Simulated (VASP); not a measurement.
# TaAg2F6 (Fm-3m) in VASP: notebook

TaAg2F6 is run at these levels: PBE; tasks: relaxation of cell and atoms, single point.

Program: VASP 6.6.1. These are calculated values, not measurements. Logs are shortened: lines on timing, memory, paths and dates and some standing lists are left out, and cuts for length are marked.

### Step 1. The cell of the first run

The structure is cubic, space group Fm-3m (No. 225). Conventional cell: a = 7.767 Å, b = 7.767 Å, c = 7.767 Å, α = 90.00°, β = 90.00°, γ = 90.00°. Ta (site symmetry m-3m) has 6 F at 1.94 Å within 2.6 Å. Ag (site symmetry -43m) has 12 F at 2.75 Å and 4 Ta at 3.36 Å within 3.6 Å. Within 2.6 Å of F (site symmetry 4mm) lie 1 Ta at 1.94 Å.

### Step 2. Relaxation of cell and atoms, PBE (atoms taken out)

INCAR

```
SYSTEM = TaAg2F6
ALGO = Normal
EDIFF = 1E-6
EDIFFG = -0.04
ENCUT = 600
GGA = PE
IBRION = 2
ISIF = 3
ISMEAR = 0
LASPH = .TRUE.
LCHARG = .FALSE.
LREAL = .FALSE.
LWAVE = .FALSE.
NELM = 100
NSW = 90
PREC = Accurate
SIGMA = 0.1
```

KPOINTS

```
k-points
0
G
  4 4 4
  0 0 0
```

POSCAR

```
TaAg2F6
1.0
    0.0000000000      3.8836445000      3.8836445000
    3.8836445000      0.0000000000      3.8836445000
    3.8836445000      3.8836445000      0.0000000000
Ta Ag F
1 2 6
Direct
    0.0000000000      0.0000000000      0.0000000000
    0.2500000000      0.2500000000      0.2500000000
    0.7500000000      0.7500000000      0.7500000000
    0.7500000000      0.2500000000      0.2500000000
    0.2500000000      0.7500000000      0.7500000000
    0.2500000000      0.7500000000      0.2500000000
    0.7500000000      0.2500000000      0.7500000000
    0.2500000000      0.2500000000      0.7500000000
    0.7500000000      0.7500000000      0.2500000000
```

Potentials or basis: VASP PAW PBE potentials, release 64 (Ta_pv, Ag, F).

The run is started by

```console
cat potpaw_PBE.64/Ta_pv/POTCAR potpaw_PBE.64/Ag/POTCAR potpaw_PBE.64/F/POTCAR > POTCAR
mpirun -np 1 vasp_std > vasp.out
```

OUTCAR:

```text
SYSTEM = TaAg2F6
   EDIFF = 1E-6
   EDIFFG = -0.04
   ENCUT = 600
   GGA = PE
   IBRION = 2
   ISIF = 3
   ISMEAR = 0
   LASPH = .TRUE.
   LREAL = .FALSE.
   NELM = 100
   NSW = 90
   PREC = Accurate

 ion  position               nearest neighbor table
   1  0.000  0.000  0.000-   4 1.94   5 1.94   6 1.94   7 1.94   8 1.94   9 1.94   2 3.36   3 3.36
                             3 3.36   3 3.36   3 3.36   2 3.36   2 3.36   2 3.36
   2  0.250  0.250  0.250-   4 2.75   6 2.75   8 2.75   5 2.75   7 2.75   8 2.75   5 2.75   6 2.75
                             9 2.75   4 2.75   7 2.75   9 2.75   1 3.36   1 3.36   1 3.36   1 3.36
   3  0.750  0.750  0.750-   5 2.75   7 2.75   9 2.75   4 2.75   6 2.75   9 2.75   4 2.75   7 2.75
                             8 2.75   5 2.75   6 2.75   8 2.75   1 3.36   1 3.36   1 3.36   1 3.36
   4  0.750  0.250  0.250-   1 1.94   2 2.75   3 2.75   3 2.75   2 2.75
   5  0.250  0.750  0.750-   1 1.94   3 2.75   2 2.75   2 2.75   3 2.75
   6  0.250  0.750  0.250-   1 1.94   2 2.75   3 2.75   2 2.75   3 2.75
   7  0.750  0.250  0.750-   1 1.94   3 2.75   2 2.75   3 2.75   2 2.75
   8  0.250  0.250  0.750-   1 1.94   2 2.75   2 2.75   3 2.75   3 2.75
   9  0.750  0.750  0.250-   1 1.94   3 2.75   3 2.75   2 2.75   2 2.75

  LATTYP: Found a face centered cubic cell.
 ALAT       =     7.7672890000

  Lattice vectors:

 A1 = (   0.0000000000,   3.8836445000,   3.8836445000)
 A2 = (   3.8836445000,   0.0000000000,   3.8836445000)
 A3 = (   3.8836445000,   3.8836445000,   0.0000000000)

Analysis of symmetry for initial positions (statically):
=====================================================================
 Subroutine PRICEL returns:
 Original cell was already a primitive cell.

 Routine SETGRP: Setting up the symmetry group for a
 face centered cubic supercell.

 Subroutine GETGRP returns: Found 48 space group operations
 (whereof 48 operations were pure point group operations)
 out of a pool of 48 trial point group operations.

The static configuration has the point symmetry O_h .

Analysis of symmetry for dynamics (positions and initial velocities):
=====================================================================
 Subroutine PRICEL returns:
 Original cell was already a primitive cell.

 Routine SETGRP: Setting up the symmetry group for a
 face centered cubic supercell.

 Subroutine GETGRP returns: Found 48 space group operations
 (whereof 48 operations were pure point group operations)
 out of a pool of 48 trial point group operations.

The dynamic configuration has the point symmetry O_h .

 Subroutine INISYM returns: Found 48 space group operations
 (whereof 48 operations are pure point group operations),
 and found     1 'primitive' translations

----------------------------------------------------------------------------------------

                                     Primitive cell

  volume of cell :     117.1516

  direct lattice vectors                    reciprocal lattice vectors
     0.000000000  3.883644500  3.883644500    -0.128745049  0.128745049  0.128745049
     3.883644500  0.000000000  3.883644500     0.128745049 -0.128745049  0.128745049
     3.883644500  3.883644500  0.000000000     0.128745049  0.128745049 -0.128745049

  length of vectors
     5.492302723  5.492302723  5.492302723     0.222992965  0.222992965  0.222992965

  position of ions in fractional coordinates (direct lattice)
     0.000000000  0.000000000  0.000000000
     0.250000000  0.250000000  0.250000000
     0.750000000  0.750000000  0.750000000
     0.750000000  0.250000000  0.250000000
     0.250000000  0.750000000  0.750000000
     0.250000000  0.750000000  0.250000000
     0.750000000  0.250000000  0.750000000
     0.250000000  0.250000000  0.750000000
     0.750000000  0.750000000  0.250000000

  ion indices of the primitive-cell ions
   primitive index   ion index
                 1           1
                 2           2
                 3           3
                 4           4
                 5           5
                 6           6
                 7           7
                 8           8
                 9           9

----------------------------------------------------------------------------------------

 KPOINTS: k-points

Automatic generation of k-mesh.
 Grid dimensions read from file:
 generate k-points for:    4    4    4

 Generating k-lattice:

  Cartesian coordinates                     Fractional coordinates (reciprocal lattice)
    -0.032186262  0.032186262  0.032186262     0.250000000  0.000000000  0.000000000
     0.032186262 -0.032186262  0.032186262     0.000000000  0.250000000  0.000000000
     0.032186262  0.032186262 -0.032186262     0.000000000  0.000000000  0.250000000

  Length of vectors
     0.055748241  0.055748241  0.055748241

  Shift w.r.t. Gamma in fractional coordinates (k-lattice)
     0.000000000  0.000000000  0.000000000

 Subroutine IBZKPT returns following result:
 ===========================================

 Found      8 irreducible k-points:

 Following reciprocal coordinates:
            Coordinates               Weight
  0.000000  0.000000  0.000000      1.000000
  0.250000  0.000000  0.000000      8.000000
  0.500000  0.000000  0.000000      4.000000
  0.250000  0.250000  0.000000      6.000000
  0.500000  0.250000  0.000000     24.000000
 -0.250000  0.250000  0.000000     12.000000
  0.500000  0.500000  0.000000      3.000000
 -0.250000  0.500000  0.250000      6.000000
   k-points           NKPTS =      8   k-points in BZ     NKDIM =      8   number of bands    NBANDS=     45
   number of dos      NEDOS =    301   number of ions     NIONS =      9
   total plane-waves  NPLWV = 110592
   dimension x,y,z NGX =    48 NGY =   48 NGZ =   48
   dimension x,y,z NGXF=    96 NGYF=   96 NGZF=   96
   ions per type =               1   2   6
   NGX,Y,Z   is equivalent  to a cutoff of  14.53, 14.53, 14.53 a.u.
   NGXF,Y,Z  is equivalent  to a cutoff of  29.06, 29.06, 29.06 a.u.
 SYSTEM =  TaAg2F6
   PREC   = accura    normal or accurate (medium, high low for compatibility)
   ISTART =      0    job   : 0-new  1-cont  2-samecut
   ICHARG =      2    charge: 1-file 2-atom 10-const
   ISPIN  =      1    spin polarized calculation?
   LNONCOLLINEAR =      F non collinear calculations
   LSORBIT =      F    spin-orbit coupling
   LASPH  =      T    aspherical Exc in radial PAW
   ENCUT  =  600.0 eV  44.10 Ry    6.64 a.u.  10.97 10.97 10.97*2*pi/ulx,y,z
   NELM   =    100;   NELMIN=  2; NELMDL= -5     # of ELM steps
   EDIFF  = 0.1E-05   stopping-criterion for ELM
   LREAL  =      F    real-space projection
   EDIFFG = -.4E-01   stopping-criterion for IOM
   NSW    =     90    number of steps for IOM
   IBRION =      2    ionic relax: 0-MD 1-quasi-New 2-CG
   NFREE  =      1    steps in history (QN), initial steepest desc. (CG)
   ISIF   =      3    stress and relaxation
   ISYM   =      2    0-nonsym 1-usesym 2-fastsym
   POTIM  = 0.5000    time-step for ionic-motion
   TEBEG  =    0.0;   TEEND  =   0.0 temperature during run
   PSTRESS=    0.0 pullay stress
   NELECT =      75.0000    total number of electrons
   NUPDOWN=      -1.0000    fix difference up-down
   EMIN   =  10.00;   EMAX   =-10.00  energy-range for DOS
   EFERMI =   0.00;   METHOD = LEGACY
   ISMEAR =     0;   SIGMA  =   0.10  broadening in eV -4-tet -1-fermi 0-gaus
   EFERMI_NEDOS =   21; number of points for ismear=-14 and -15
   IALGO  =     38    algorithm
   IMIX   =      4    mixing-type and parameters
     AMIX     =   0.40;   BMIX     =  1.00
     AMIX_MAG =   1.60;   BMIX_MAG =  1.00
  volume/ion in A,a.u.               =      13.02        87.84
  Fermi-wavevector in a.u.,A,eV,Ry     =   1.410953  2.666314 27.086308  1.990787
  Thomas-Fermi vector in A             =   2.532854
   LORBIT       =      0    0 simple, 1 ext, 2 COOP (PROOUT), +10 PAW based schemes
   GGA     = PE    functional components
   LHFCALC =     F    Hartree Fock is set to
   AEXX    =    0.0000 exact exchange contribution
   IVDW    =     0    specifies the selected vdW correction
   LEPSILON=     F    determine dielectric tensor
   LRPA    =     F    only Hartree local field effects (RPA)
 conjugate gradient relaxation of ions
 non-spin polarized calculation
 Gauss-broadening in eV      SIGMA  =   0.10
  energy-cutoff  :      600.00
  volume of cell :      117.15
 maximum number of plane-waves:      3928
 NGX is ok and might be reduce to    48
   NGX = 21   NGY = 21   NGZ = 21

--------------------------------------- Ionic step        1  -------------------------------------------

 number of electron      75.0000021 magnetization

 Free energy of the ion-electron system (eV)
  ---------------------------------------------------
  ext. energy  EPLUGINS =         0.00000000
  ---------------------------------------------------
  free energy    TOTEN  =       -46.07665268 eV

  energy without entropy =      -46.04733229  energy(sigma->0) =      -46.06199249

------------------------ aborting loop because EDIFF is reached ----------------------------------------

  FORCE on cell =-STRESS in cart. coord.  units (eV):
  Direction    XX          YY          ZZ          XY          YZ          ZX
  --------------------------------------------------------------------------------------
  -------------------------------------------------------------------------------------
  Total        6.8881686      6.8881686      6.8881686     -0.0000000     -0.0000000      0.0000000
  in kB       94.2032635     94.2032635     94.2032635     -0.0000000     -0.0000000      0.0000000
  external PRESSURE =      94.2032635 kB  Pullay stress =       0.0000000 kB
[... 71 lines left out ...]
  energy  without entropy=      -46.2705047896  energy(sigma->0) =      -46.29399444

--------------------------------------- Ionic step        3  -------------------------------------------

 number of electron      75.0000002 magnetization

 E-fermi :   4.3929     XC(G=0): -10.2142

 val. band max:        4.3682328756   @ k =  -0.2500   0.2500   0.0000
 cond. band min:       4.4092654873   @ k =   0.5000   0.0000   0.0000
 fundamental gap:      0.0410326117
 Fermi energy:         4.3928519306

 k-point     1 :       0.0000    0.0000    0.0000
  band No.  band energies     occupation
      1     -34.1854      2.00000
      2     -34.1854      2.00000
      3     -34.1854      2.00000
      4     -21.5665      2.00000
      5     -21.1291      2.00000
      6     -21.1291      2.00000
[... 542 lines left out ...]
  energy  without entropy=      -46.9320164982  energy(sigma->0) =      -46.93790411

--------------------------------------- Ionic step        7  -------------------------------------------

 number of electron      75.0000024 magnetization

 Free energy of the ion-electron system (eV)
  ---------------------------------------------------
  ext. energy  EPLUGINS =         0.00000000
  ---------------------------------------------------
  free energy    TOTEN  =       -47.02625318 eV

  energy without entropy =      -47.01318683  energy(sigma->0) =      -47.01972000

 E-fermi :   2.4917     XC(G=0):  -8.9079

 val. band max:        2.4705187637   @ k =   0.5000   0.0000   0.0000
 cond. band min:       2.5801959381   @ k =   0.5000   0.2500   0.0000
 fundamental gap:      0.1096771744
 Fermi energy:         2.4917323182

 k-point     1 :       0.0000    0.0000    0.0000
  band No.  band energies     occupation
      1     -36.0584      2.00000
      2     -36.0584      2.00000
      3     -36.0584      2.00000
      4     -23.2485      2.00000
      5     -22.9970      2.00000
      6     -22.9970      2.00000
[... 409 lines left out ...]
  FREE ENERGIE OF THE ION-ELECTRON SYSTEM (eV)
  ---------------------------------------------------
  free  energy   TOTEN  =       -47.0262531775 eV

  energy  without entropy=      -47.0131868251  energy(sigma->0) =      -47.01972000

 reached required accuracy - stopping structural energy minimisation
```

Wall time 8.4 min (1 thread of Oxide Virtual Turin-like, shared host); peak memory 0.32 GiB.

Results:

```
Free energy                           : -47.0263 eV
Relaxed volume                        : 17.66 Å³/atom
Relaxed cell                          : a = 6.080 Å, b = 6.080 Å, c = 6.080 Å, α = 60.00°, β = 60.00°, γ = 60.00°
Space group after relaxing (to 0.1 Å) : Fm-3m (No. 225)
Energy gained by relaxing             : 105.5 meV/atom
Ionic steps                           : 7
Pressure after relaxing               : 0.1 GPa
Band gap on the k mesh                : zero (an odd number of electrons rules out a gap without spin polarisation)
```

The path:
```tsv
step	energy change (eV)	largest force (eV/Å)	pressure (GPa)	volume (Å³)
1	0.0000	0.0715	9.42	117.15
2	-0.2408	1.4239	-2.82	130.61
3	-0.2694	1.1207	-0.24	127.00
4	-0.5726	0.7677	0.29	133.04
5	-0.8604	0.2069	2.83	144.43
6	-0.8671	0.5661	3.83	147.60
7	-0.9496	0.0080	0.06	158.96
```

Final structure:
```cif
data_structure
_symmetry_space_group_name_H-M 'P 1'
_symmetry_Int_Tables_number 1
_cell_length_a 6.0804
_cell_length_b 6.0804
_cell_length_c 6.0804
_cell_angle_alpha 60.000
_cell_angle_beta 60.000
_cell_angle_gamma 60.000
_cell_volume 158.96
loop_
_atom_site_label
_atom_site_type_symbol
_atom_site_fract_x
_atom_site_fract_y
_atom_site_fract_z
_atom_site_occupancy
Ta1 Ta 0.00000 0.00000 0.00000 1
Ag1 Ag 0.25000 0.25000 0.25000 1
Ag2 Ag 0.75000 0.75000 0.75000 1
F1 F 0.77524 0.22476 0.22476 1
F2 F 0.22476 0.77524 0.77524 1
F3 F 0.22476 0.77524 0.22476 1
F4 F 0.77524 0.22476 0.77524 1
F5 F 0.22476 0.22476 0.77524 1
F6 F 0.77524 0.77524 0.22476 1
```

Caveat: the cell differs from its parent crystal (atoms taken out); the volume moved by over 15 % at a fixed basis, so the end points are rough; spin-orbit coupling is left out, which moves the levels of the heavy elements; an odd number of electrons without spin polarisation forces a metal; a magnetic or distorted state may lie lower.

### Step 3. Single point, PBE (atoms taken out)

INCAR

```
SYSTEM = TaAg2F6
PREC = Accurate ; ENCUT = 520
EDIFF = 1E-6 ; ISMEAR = 0
SIGMA = 0.1 ; LREAL = .False.
LASPH = .True. ; NELM = 80
ALGO = Normal ; ISIF = 2
LWAVE = .False. ; LCHARG = .False.
GGA = PE ; NBANDS = 48
```

KPOINTS

```
Automatic mesh
0
Gamma
  8 8 8
  0 0 0
```

POSCAR

```
TaAg2F6
1.0
    0.0000000000      4.3730633196      4.3730633196
    4.3730633196      0.0000000000      4.3730633196
    4.3730633196      4.3730633196      0.0000000000
Ta Ag F
1 2 6
Direct
    0.0000000000      0.0000000000      0.0000000000
    0.2500000000      0.2500000000      0.2500000000
    0.7500000000      0.7500000000      0.7500000000
    0.7796140134      0.2203859866      0.2203859866
    0.2203859866      0.7796140134      0.7796140134
    0.2203859866      0.7796140134      0.2203859866
    0.7796140134      0.2203859866      0.7796140134
    0.2203859866      0.2203859866      0.7796140134
    0.7796140134      0.7796140134      0.2203859866
```

Potentials or basis: VASP PAW PBE potentials, release 64 (Ta_pv, Ag, F).

The run is started by

```console
cat potpaw_PBE.64/Ta_pv/POTCAR potpaw_PBE.64/Ag/POTCAR potpaw_PBE.64/F/POTCAR > POTCAR
mpirun -np 1 vasp_std > vasp.out
```

It took 5.3 min on 1 thread of Oxide Virtual Turin-like, shared host; peak memory 0.41 GiB.

The run converged. Its results:

| Quantity | Value |
| --- | --- |
| Free energy | -47.1445 eV |
| Pressure | 0.4 GPa |
| Largest force | 0.159 eV/Å |
| Band gap on the k mesh | zero (an odd number of electrons rules out a gap without spin polarisation) |

Forces in eV/Å, atoms in the order of the input:
```
Ta   0.000  0.000  0.000
Ag   0.000  0.000  0.000
Ag   0.000  0.000  0.000
F    0.159  0.000  0.000
F   -0.159  0.000  0.000
F    0.000  0.159  0.000
F    0.000 -0.159  0.000
F    0.000  0.000  0.159
F    0.000  0.000 -0.159
```

Levels at points of the mesh, in eV from the Fermi level:
```
           k point  band 35  band 36  band 37  band 38  band 39  band 40  band 41  band 42
(0.00, 0.00, 0.00)    -3.77    -3.70    -3.70    -1.35     0.92     0.94     0.94     0.94
(0.50, 0.00, 0.00)    -3.66    -3.66    -3.66     0.05     0.37     1.02     1.02     1.03
(0.50, 0.50, 0.00)    -3.64    -3.62    -3.62     0.38     0.82     1.05     1.05     1.15
```

Caveat: the cell differs from its parent crystal (atoms taken out); spin-orbit coupling is left out, which moves the levels of the heavy elements; an odd number of electrons without spin polarisation forces a metal; a magnetic or distorted state may lie lower.

### Step 4. Single point, PBE, collinear spin (atoms taken out)

INCAR

```
  PREC = Accurate
  ENCUT = 520
  EDIFF = 1E-6
  ISMEAR = 0
  SIGMA = 0.1
  LREAL = F
  LASPH = T
  NELM = 150
  ALGO = Normal
  ISIF = 2
  LWAVE = F
  LCHARG = F
  ISPIN = 2
  MAGMOM = 1 1 1 0 0 0 0 0 0
  LORBIT = 11
  LMAXMIX = 4
  GGA = PE
  NBANDS = 52
```

KPOINTS

```
Automatic mesh
0
Gamma
  4 4 4
```

POSCAR

```
TaAg2F6
1.0
    0.0000000000      3.8836445000      3.8836445000
    3.8836445000      0.0000000000      3.8836445000
    3.8836445000      3.8836445000      0.0000000000
Ta Ag F
1 2 6
Direct
    0.0000000000      0.0000000000      0.0000000000
    0.2500000000      0.2500000000      0.2500000000
    0.7500000000      0.7500000000      0.7500000000
    0.7500000000      0.2500000000      0.2500000000
    0.2500000000      0.7500000000      0.7500000000
    0.2500000000      0.7500000000      0.2500000000
    0.7500000000      0.2500000000      0.7500000000
    0.2500000000      0.2500000000      0.7500000000
    0.7500000000      0.7500000000      0.2500000000
```

The run is started by

```console
cat potpaw_PBE.64/Ta_pv/POTCAR potpaw_PBE.64/Ag/POTCAR potpaw_PBE.64/F/POTCAR > POTCAR
mpirun -np 1 vasp_std > vasp.out
```

Wall time 2.7 min (1 thread of Oxide Virtual Turin-like, shared host); peak memory 0.32 GiB.

Results (log left out):

```
Free energy                                           : -46.0693 eV
Pressure                                              : 9.7 GPa
Net moment                                            : 0.28 μB per cell
Site moments                                          : Ta +0.21; Ag +0.00; F +0.00 μB
Valence electrons inside the program's atomic spheres : Ta 8.76; Ag 9.69; F 6.08
```

Levels at points of the mesh, in eV from the Fermi level:
Spin up:
```tsv
k point	band 34	band 35	band 36	band 37	band 38	band 39	band 40	band 41	band 42	band 43
(0.00, 0.00, 0.00)	-4.44	-4.44	-4.20	-4.20	-1.97	0.09	0.09	0.09	1.06	5.06
(0.50, 0.00, 0.00)	-3.97	-3.97	-3.97	-3.97	-0.04	0.20	0.20	0.55	0.70	4.79
(0.50, 0.50, 0.00)	-3.90	-3.90	-3.88	-3.88	0.00	0.26	0.26	0.95	2.02	2.52
```
Spin down:
```tsv
k point	band 34	band 35	band 36	band 37	band 38	band 39	band 40	band 41
(0.00, 0.00, 0.00)	-4.44	-4.44	-4.20	-4.20	-1.96	0.30	0.30	0.30
(0.50, 0.00, 0.00)	-3.97	-3.97	-3.97	-3.97	0.16	0.41	0.41	0.57
(0.50, 0.50, 0.00)	-3.89	-3.89	-3.88	-3.88	0.21	0.47	0.47	0.96
```

Caveat: the cell differs from its parent crystal (atoms taken out); the cell stands under pressure; spin-orbit coupling is left out, which moves the levels of the heavy elements.

(Continued in part 2 of 2.)
